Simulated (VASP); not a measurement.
# MgO (C2/m) in VASP: notebook

Runs on MgO. Level: LDA. Tasks: single point.

Program: VASP 6.6.1. These are calculated values, not measurements. Logs are shortened: lines on timing, memory, paths and dates and some standing lists are left out, and cuts for length are marked.

## Step 1: The cell of the first run

Symmetry: C2/m, No. 12, monoclinic system. Conventional cell: a = 5.979 Å, b = 3.452 Å, c = 12.700 Å, α = 90.00°, β = 102.08°, γ = 90.00°. Within 2.6 Å of Mg (site symmetry m) lie 4 O at 1.99 to 2.07 Å and 1 Mg at 2.46 Å. Within 2.6 Å of Mg (site symmetry m) lie 5 O at 1.99 to 2.07 Å. Mg (site symmetry m) has 5 O at 1.99 to 2.07 Å within 2.6 Å. O (site symmetry m) has 4 Mg at 1.99 to 2.07 Å and 1 O at 2.17 Å within 2.6 Å. O (site symmetry m) has 5 Mg at 1.99 to 2.07 Å within 2.6 Å. O (site symmetry m) has 5 Mg at 1.99 to 2.07 Å within 2.6 Å.

## Step 2: Single point, LDA

INCAR reads:

```
SYSTEM = MgO
PREC = Accurate
ENCUT = 520
EDIFF = 1E-6
ISMEAR = 0
SIGMA = 0.05
LREAL = .FALSE.
LASPH = .TRUE.
NELM = 100
ALGO = Normal
ISIF = 2
LWAVE = .FALSE.
LCHARG = .FALSE.
GGA = CA
NBANDS = 36
ISYM = 0
```

KPOINTS reads:

```
Automatic mesh
0
G
  8 8 2
  0 0 0
```

POSCAR reads:

```
MgO
1.0
   -3.4517839558      0.0000000000      0.0000000000
   -1.7258919779     -2.9893325941      0.0000000000
   -1.1505946519     -1.3285922640     12.4189476803
Mg O
6 6
Direct
    0.6574055556      0.6296222222      0.0833500000
    0.6203685185      0.4814740741      0.4166833333
    0.5833314815      0.3333259259      0.7500166667
    0.2314796296     -0.0740814815      0.9166833333
    0.3055537037      0.2222148148      0.2500166667
    0.2685166667      0.0740666667      0.5833500000
    0.5648129630      0.2592518519      0.9166833333
    0.6388870370      0.5555481481      0.2500166667
    0.6018500000      0.4074000000      0.5833500000
    0.3240722222      0.2962888889      0.0833500000
    0.2870351852      0.1481407407      0.4166833333
    0.2499981481     -0.0000074074      0.7500166667
```

Potentials or basis: VASP PAW LDA potentials, release 64 (Mg, O).

Launch:

```sh
cat potpaw_LDA.64/Mg/POTCAR potpaw_LDA.64/O/POTCAR > POTCAR
mpirun -np 1 vasp_std > vasp.out
```

OUTCAR:

```text
SYSTEM = MgO
   PREC = Accurate
   ENCUT = 520
   EDIFF = 1E-6
   ISMEAR = 0
   LREAL = .FALSE.
   LASPH = .TRUE.
   NELM = 100
   ISIF = 2
   GGA = CA
   ISYM = 0

 ion  position               nearest neighbor table
   1  0.657  0.630  0.083-  10 1.99  10 1.99  10 1.99   8 2.07   4 2.46   7 2.72   7 2.72   5 2.87
                             5 2.87   5 2.87   4 3.17   4 3.17
   2  0.620  0.481  0.417-  11 1.99  11 1.99  11 1.99   8 2.07   9 2.07   5 2.87   5 2.87   5 2.87
                             6 2.87   6 2.87   6 2.87
   3  0.583  0.333  0.750-  12 1.99  12 1.99  12 1.99   7 2.07   9 2.07   4 2.87   4 2.87   4 2.87
                             6 2.87   6 2.87   6 2.87
   4  0.231  0.926  0.917-   7 1.99   7 1.99   7 1.99  12 2.07   1 2.46  10 2.72  10 2.72   3 2.87
                             3 2.87   3 2.87   1 3.17   1 3.17
   5  0.306  0.222  0.250-   8 1.99   8 1.99   8 1.99  11 2.07  10 2.07   2 2.87   2 2.87   2 2.87
                             1 2.87   1 2.87   1 2.87
   6  0.269  0.074  0.583-   9 1.99   9 1.99   9 1.99  12 2.07  11 2.07   2 2.87   3 2.87   3 2.87
                             2 2.87   3 2.87   2 2.87
   7  0.565  0.259  0.917-   4 1.99   4 1.99   4 1.99   3 2.07   1 2.72   1 2.72
   8  0.639  0.556  0.250-   5 1.99   5 1.99   5 1.99   2 2.07   1 2.07
   9  0.602  0.407  0.583-   6 1.99   6 1.99   6 1.99   3 2.07   2 2.07
  10  0.324  0.296  0.083-   1 1.99   1 1.99   1 1.99   5 2.07   4 2.72   4 2.72
  11  0.287  0.148  0.417-   2 1.99   2 1.99   2 1.99   5 2.07   6 2.07
  12  0.250  1.000  0.750-   3 1.99   3 1.99   3 1.99   4 2.07   6 2.07

IMPORTANT INFORMATION: All symmetrisations will be switched off!
NOSYMM: (Re-)initialisation of all symmetry stuff for point group C_1.

----------------------------------------------------------------------------------------

                                     Primitive cell

  volume of cell :     128.1453

  direct lattice vectors                    reciprocal lattice vectors
    -3.451783956  0.000000000  0.000000000    -0.289705269  0.167261415 -0.008946902
    -1.725891978 -2.989332594  0.000000000     0.000000000 -0.334522830 -0.035787609
    -1.150594652 -1.328592264 12.418947680     0.000000000  0.000000000  0.080522120

  length of vectors
     3.451783956  3.451783956 12.542698551     0.334642453  0.336431682  0.080522120

  position of ions in fractional coordinates (direct lattice)
     0.657405556  0.629622222  0.083350000
     0.620368519  0.481474074  0.416683333
     0.583331481  0.333325926  0.750016667
     0.231479630  0.925918518  0.916683333
     0.305553704  0.222214815  0.250016667
     0.268516667  0.074066667  0.583350000
     0.564812963  0.259251852  0.916683333
     0.638887037  0.555548148  0.250016667
     0.601850000  0.407400000  0.583350000
     0.324072222  0.296288889  0.083350000
     0.287035185  0.148140741  0.416683333
     0.249998148  0.999992593  0.750016667

  ion indices of the primitive-cell ions
   primitive index   ion index
                 1           1
                 2           2
                 3           3
                 4           4
                 5           5
                 6           6
                 7           7
                 8           8
                 9           9
                10          10
                11          11
                12          12

----------------------------------------------------------------------------------------

 KPOINTS: Automatic mesh

Automatic generation of k-mesh.
 Grid dimensions read from file:
 generate k-points for:    8    8    2

 Generating k-lattice:

  Cartesian coordinates                     Fractional coordinates (reciprocal lattice)
    -0.036213159  0.020907677 -0.001118363     0.125000000 -0.000000000  0.000000000
     0.000000000 -0.041815354 -0.004473451     0.000000000  0.125000000  0.000000000
     0.000000000  0.000000000  0.040261060     0.000000000  0.000000000  0.500000000

  Length of vectors
     0.041830307  0.042053960  0.040261060

  Shift w.r.t. Gamma in fractional coordinates (k-lattice)
     0.000000000  0.000000000  0.000000000

 -----------------------------------------------------------------------------
|                                                                             |
|           W    W    AA    RRRRR   N    N  II  N    N   GGGG   !!!           |
|           W    W   A  A   R    R  NN   N  II  NN   N  G    G  !!!           |
|           W    W  A    A  R    R  N N  N  II  N N  N  G       !!!           |
|           W WW W  AAAAAA  RRRRR   N  N N  II  N  N N  G  GGG   !            |
|           WW  WW  A    A  R   R   N   NN  II  N   NN  G    G                |
|           W    W  A    A  R    R  N    N  II  N    N   GGGG   !!!           |
|                                                                             |
|     Your reciprocal lattice and k-lattice belong to different lattice       |
|     classes:                                                                |
|                                                                             |
|        The reciprocal lattice is base-centered monoclinic,                  |
|        whereas your k-lattice is triclinic.                                 |
|                                                                             |
|     Results are often still useful ...                                      |
|                                                                             |
 -----------------------------------------------------------------------------

 WARNING: IBZKPT: internal override: KBLOWUP is changed to .FALSE.
      ... skipping the blow-up phase ...

 Subroutine IBZKPT returns following result:
 ===========================================

 Found     68 irreducible k-points:

 Following reciprocal coordinates:
            Coordinates               Weight
  0.000000  0.000000  0.000000      1.000000
  0.125000  0.000000  0.000000      2.000000
  0.250000  0.000000  0.000000      2.000000
  0.375000  0.000000 -0.000000      2.000000
  0.500000  0.000000  0.000000      1.000000
  0.000000  0.125000  0.000000      2.000000
[... 16 lines left out ...]
  0.125000  0.375000  0.000000      2.000000
  0.250000  0.375000  0.000000      2.000000
 [... further k-points ...]
   k-points           NKPTS =     68   k-points in BZ     NKDIM =     68   number of bands    NBANDS=     36
   number of dos      NEDOS =    301   number of ions     NIONS =     12
   total plane-waves  NPLWV =  75264
   dimension x,y,z NGX =    28 NGY =   28 NGZ =   96
   dimension x,y,z NGXF=    56 NGYF=   56 NGZF=  192
   ions per type =               6   6
   NGX,Y,Z   is equivalent  to a cutoff of  13.49, 13.49, 12.72 a.u.
   NGXF,Y,Z  is equivalent  to a cutoff of  26.97, 26.97, 25.45 a.u.
 SYSTEM =  MgO
   PREC   = accura    normal or accurate (medium, high low for compatibility)
   ISTART =      0    job   : 0-new  1-cont  2-samecut
   ICHARG =      2    charge: 1-file 2-atom 10-const
   ISPIN  =      1    spin polarized calculation?
   LNONCOLLINEAR =      F non collinear calculations
   LSORBIT =      F    spin-orbit coupling
   LASPH  =      T    aspherical Exc in radial PAW
   ENCUT  =  520.0 eV  38.22 Ry    6.18 a.u.   6.42  6.42 23.32*2*pi/ulx,y,z
   NELM   =    100;   NELMIN=  2; NELMDL= -5     # of ELM steps
   EDIFF  = 0.1E-05   stopping-criterion for ELM
   LREAL  =      F    real-space projection
   EDIFFG = 0.1E-04   stopping-criterion for IOM
   NSW    =      0    number of steps for IOM
   IBRION =     -1    ionic relax: 0-MD 1-quasi-New 2-CG
   NFREE  =      0    steps in history (QN), initial steepest desc. (CG)
   ISIF   =      2    stress and relaxation
   ISYM   =      0    0-nonsym 1-usesym 2-fastsym
   POTIM  = 0.5000    time-step for ionic-motion
   TEBEG  =    0.0;   TEEND  =   0.0 temperature during run
   PSTRESS=    0.0 pullay stress
   NELECT =      48.0000    total number of electrons
   NUPDOWN=      -1.0000    fix difference up-down
   EMIN   =  10.00;   EMAX   =-10.00  energy-range for DOS
   EFERMI =   0.00;   METHOD = LEGACY
   ISMEAR =     0;   SIGMA  =   0.05  broadening in eV -4-tet -1-fermi 0-gaus
   EFERMI_NEDOS =   21; number of points for ismear=-14 and -15
   IALGO  =     38    algorithm
   IMIX   =      4    mixing-type and parameters
     AMIX     =   0.40;   BMIX     =  1.00
     AMIX_MAG =   1.60;   BMIX_MAG =  1.00
  volume/ion in A,a.u.               =      10.68        72.06
  Fermi-wavevector in a.u.,A,eV,Ry     =   1.180106  2.230077 18.948157  1.392650
  Thomas-Fermi vector in A             =   2.316405
   LORBIT       =      0    0 simple, 1 ext, 2 COOP (PROOUT), +10 PAW based schemes
   GGA     = CA    functional components
   LHFCALC =     F    Hartree Fock is set to
   AEXX    =    0.0000 exact exchange contribution
   IVDW    =     0    specifies the selected vdW correction
   LEPSILON=     F    determine dielectric tensor
   LRPA    =     F    only Hartree local field effects (RPA)
 non-spin polarized calculation
 Gauss-broadening in eV      SIGMA  =   0.05
  energy-cutoff  :      520.00
  volume of cell :      128.15
 maximum number of plane-waves:      3484
 NGX is ok and might be reduce to    28

 number of electron      48.0000016 magnetization

 Free energy of the ion-electron system (eV)
  ---------------------------------------------------
  ext. energy  EPLUGINS =         0.00000000
  ---------------------------------------------------
  free energy    TOTEN  =       -76.82524842 eV

  energy without entropy =      -76.82524842  energy(sigma->0) =      -76.82524842

 E-fermi :   3.1173     XC(G=0): -10.7565

 val. band max:        2.8948252006   @ k =   0.0000   0.0000   0.0000
 cond. band min:       4.6538363427   @ k =   0.0000   0.0000   0.0000
 fundamental gap:      1.7590111421
 Fermi energy:         3.1173045651

 k-point     1 :       0.0000    0.0000    0.0000
  band No.  band energies     occupation
      1     -14.8383      2.00000
      2     -14.4565      2.00000
      3     -14.3551      2.00000
      4     -13.6296      2.00000
      5     -13.4930      2.00000
      6     -13.0476      2.00000
[... 28 lines left out ...]
     35      14.4135      0.00000
     36      14.4644      0.00000

 k-point     2 :       0.1250    0.0000    0.0000
  band No.  band energies     occupation
      1     -14.7584      2.00000
      2     -14.3939      2.00000
      3     -14.2821      2.00000
      4     -13.6142      2.00000
      5     -13.4690      2.00000
      6     -13.0504      2.00000
[... 28 lines left out ...]
     35      14.2213      0.00000
     36      14.6384      0.00000

 k-point     3 :       0.2500    0.0000    0.0000
  band No.  band energies     occupation
      1     -14.5495      2.00000
      2     -14.2254      2.00000
      3     -14.0955      2.00000
      4     -13.5824      2.00000
      5     -13.4310      2.00000
      6     -13.0631      2.00000
[... 28 lines left out ...]
     35      14.2546      0.00000
     36      14.4574      0.00000
[... 742 lines left out ...]
 k-point    23 :       0.1250    0.3750    0.0000
  band No.  band energies     occupation
      1     -14.3857      2.00000
      2     -14.1057      2.00000
      3     -13.9247      2.00000
      4     -13.5901      2.00000
      5     -13.4236      2.00000
      6     -13.0505      2.00000
[... 28 lines left out ...]
     35      14.0640      0.00000
     36      14.1750      0.00000

 k-point    24 :       0.2500    0.3750    0.0000
  band No.  band energies     occupation
      1     -14.3830      2.00000
      2     -14.1210      2.00000
      3     -13.9016      2.00000
      4     -13.6089      2.00000
      5     -13.4146      2.00000
      6     -13.0508      2.00000
[... 28 lines left out ...]
     35      14.2169      0.00000
     36      14.2936      0.00000

 [... further k-points ...]
[... 5 lines left out ...]
  --------------------------------------------------------------------------------------
  -------------------------------------------------------------------------------------
  Total       -2.7263822     -5.9271781      8.3142831     -2.7718345     -0.9883647      1.7116870
  in kB      -34.0874631    -74.1064349    103.9519762    -34.6557453    -12.3573444     21.4009132
  external PRESSURE =      -1.4139739 kB  Pullay stress =       0.0000000 kB

 VOLUME and BASIS-vectors are now :
 -----------------------------------------------------------------------------
  energy-cutoff  :      520.00
  volume of cell :      128.15
      direct lattice vectors                 reciprocal lattice vectors
    -3.451783956  0.000000000  0.000000000    -0.289705269  0.167261415 -0.008946902
    -1.725891978 -2.989332594  0.000000000     0.000000000 -0.334522830 -0.035787609
    -1.150594652 -1.328592264 12.418947680     0.000000000  0.000000000  0.080522120

 POSITION                                       TOTAL-FORCE (eV/Angst)
 -----------------------------------------------------------------------------------
     -3.45178     -1.99289      1.03512        -0.839560      0.484712      1.922240
     -3.45178     -1.99289      5.17477         0.002237     -0.001295      0.004000
     -3.45178     -1.99289      9.31442        -0.037755      0.021795     -0.105094
     -3.45178     -3.98578     11.38424         0.839575     -0.484724     -1.922261
     -1.72589     -0.99644      3.10494         0.037770     -0.021811      0.105067
     -1.72589     -0.99644      7.24459        -0.002226      0.001277     -0.004004
     -3.45178     -1.99289     11.38424        -1.361417      0.785928     -2.499515
     -3.45178     -1.99289      3.10494         0.060001     -0.034607     -0.022910
     -3.45178     -1.99289      7.24459        -0.000550      0.000395     -0.003639
     -1.72589     -0.99644      1.03512         1.361429     -0.785842      2.499486
     -1.72589     -0.99644      5.17477         0.000454     -0.000438      0.003600
     -3.45178     -3.98578      9.31442        -0.059959      0.034610      0.023029
 -----------------------------------------------------------------------------------
    total drift:                               -0.000115      0.000112      0.000090

  FREE ENERGIE OF THE ION-ELECTRON SYSTEM (eV)
  ---------------------------------------------------
  free  energy   TOTEN  =       -76.8252484212 eV

  energy  without entropy=      -76.8252484212  energy(sigma->0) =      -76.82524842
```

Wall time 4.5 min (1 thread of Intel Xeon 6975P-C (Granite Rapids), shared host); peak memory 0.35 GiB.

What came out:

```
Free energy            : -76.8252 eV
Pressure               : -0.1 GPa
Largest force          : 2.953 eV/Å
Band gap on the k mesh : 1.76 eV, direct
```

Forces in eV/Å, atoms in the order of the input:
```
Mg  -0.840  0.485  1.922
Mg   0.002 -0.001  0.004
Mg  -0.038  0.022 -0.105
Mg   0.840 -0.485 -1.922
Mg   0.038 -0.022  0.105
Mg  -0.002  0.001 -0.004
O   -1.361  0.786 -2.500
O    0.060 -0.035 -0.023
O   -0.001  0.000 -0.004
O    1.361 -0.786  2.499
O    0.000  0.000  0.004
O   -0.060  0.035  0.023
```

Caveat: forces of over 1 eV/Å act on the atoms, so gaps and moduli don't describe the material at rest.

## Step 3: Single point, LDA

This run uses another cell than the first one, of the same volume but with other edges.

INCAR reads:

```
PREC = Accurate ; ENCUT = 520
EDIFF = 1E-6 ; ISMEAR = 0
SIGMA = 0.05 ; LREAL = False
LASPH = True ; NELM = 100
ALGO = Normal ; ISIF = 2
LWAVE = False ; LCHARG = False
NBANDS = 36 ; ISYM = 0
```

KPOINTS reads:

```
regular mesh
0
Gamma
  8 8 2
```

POSCAR reads:

```
MgO
1.0
   -3.4517839558      0.0000000000      0.0000000000
   -1.7258919779     -2.9893325941      0.0000000000
   -2.8764866298     -2.3250364621     12.4189476803
Mg O
6 6
Direct
    0.6296222222      0.6018388889      0.0833500000
    0.4814740741      0.3425796296      0.4166833333
    0.3333259259      0.0833203704      0.7500166667
   -0.0740814815     -0.3796425926      0.9166833333
    0.2222148148      0.1388759259      0.2500166667
    0.0740666667     -0.1203833333      0.5833500000
    0.2592518519     -0.0463092593      0.9166833333
    0.5555481481      0.4722092593      0.2500166667
    0.4074000000      0.2129500000      0.5833500000
    0.2962888889      0.2685055556      0.0833500000
    0.1481407407      0.0092462963      0.4166833333
   -0.0000074074     -0.2500129630      0.7500166667
```

Potentials or basis: VASP PAW LDA potentials, release 64 (Mg, O).

Launch:

```sh
cat potpaw_LDA.64/Mg/POTCAR potpaw_LDA.64/O/POTCAR > POTCAR
mpirun -np 1 vasp_std > vasp.out
```

Run time: 4.3 min. Hardware: 1 thread of Intel Xeon 6975P-C (Granite Rapids), shared host; peak memory 0.35 GiB.

Results (log left out):

```yaml
Free_energy: -77.1654 eV
Pressure: -1.3 GPa
Largest_force: 3.853 eV/Å
Band_gap_on_the_k_mesh: 3.02 eV, direct
```

Forces in eV/Å, atoms in the order of the input:
```
Mg   1.606 -0.927  3.377
Mg  -0.001  0.000  0.001
Mg  -0.015  0.009 -0.031
Mg  -1.606  0.927 -3.377
Mg   0.015 -0.009  0.031
Mg   0.001  0.000 -0.001
O   -0.356  0.205 -0.096
O   -0.020  0.012 -0.013
O    0.001 -0.001 -0.002
O    0.356 -0.205  0.096
O   -0.002  0.001  0.002
O    0.020 -0.012  0.013
```

Stress tensor (GPa, compression positive):
```
-6.92  2.25  5.01
 2.25 -4.33 -2.89
 5.01 -2.89  7.32
```

Levels at points of the mesh, in eV from the valence-band top:
```tsv
k point	band 21	band 22	band 23	band 24	band 25	band 26	band 27	band 28
(0.00, 0.00, 0.00)	-1.19	-1.10	-0.80	0.00	3.02	4.66	5.01	7.24
(0.50, 0.00, 0.00)	-1.22	-0.93	-0.65	-0.44	6.02	6.81	6.94	7.27
(0.00, 0.50, 0.00)	-1.07	-0.83	-0.66	-0.53	5.61	6.81	6.84	7.05
(0.50, 0.50, 0.00)	-1.07	-0.83	-0.66	-0.53	5.61	6.81	6.84	7.05
(0.00, 0.00, 0.50)	-1.08	-0.81	-0.73	-0.39	3.41	3.86	5.95	6.28
(0.50, 0.00, 0.50)	-0.90	-0.89	-0.76	-0.45	6.03	6.79	7.00	7.11
(0.00, 0.50, 0.50)	-1.08	-0.89	-0.54	-0.45	5.61	6.77	6.90	7.03
(0.50, 0.50, 0.50)	-1.08	-0.89	-0.54	-0.45	5.61	6.77	6.90	7.03
```

Caveat: forces of over 1 eV/Å act on the atoms, so gaps and moduli don't describe the material at rest.
